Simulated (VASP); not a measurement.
Crystal: Hg.

```
Hg
1.0
     0.00000    2.25955    2.25955
     2.25955    0.00000    2.25955
     2.25955    2.25955    0.00000
Hg
1
Direct
  0.00000 0.00000 0.00000
```

* Program: VASP 6.6.1
* Task: relaxation of cell and atoms
* Functional: revPBE
* Potentials or basis: VASP PAW PBE potentials, release 64 (Hg)
* Cutoff: 600 eV
* k mesh: 12 × 12 × 12
* Occupations: fermi-dirac, width 0.1 eV
* Spin: no spin polarisation

At the start: pressure 8.1 GPa; volume 23.07 Å³/atom.

Task: Where does the relaxation end?

Result: Over 5 steps the energy falls by 249.6 meV/atom and the volume is 51.70 Å³/atom (+124.1 %); space group Fm-3m (No. 225, to 0.05 Å).

Step by step:
| step | energy change (eV) | largest force (eV/Å) | pressure (GPa) | volume (Å³) |
| --- | --- | --- | --- | --- |
| 1 | 0.0000 | 0.0000 | 8.11 | 23.07 |
| 2 | -0.1229 | 0.0000 | 2.68 | 27.20 |
| 3 | -0.1643 | 0.0000 | 1.99 | 30.08 |
| 4 | -0.2172 | 0.0000 | 0.84 | 36.43 |
| 5 | -0.2496 | 0.0000 | 0.00 | 51.70 |

Final structure:
```cif
data_structure
_symmetry_space_group_name_H-M 'P 1'
_symmetry_Int_Tables_number 1
_cell_length_a 4.1816
_cell_length_b 4.1816
_cell_length_c 4.1816
_cell_angle_alpha 60.000
_cell_angle_beta 60.000
_cell_angle_gamma 60.000
_cell_volume 51.70
loop_
_atom_site_label
_atom_site_type_symbol
_atom_site_fract_x
_atom_site_fract_y
_atom_site_fract_z
_atom_site_occupancy
Hg1 Hg 0.00000 0.00000 0.00000 1
```

Caveat: the volume moved by over 15 % at a fixed basis, so the end points are rough; the PAW data sets were made with another functional, which shifts forces and pressure a little.
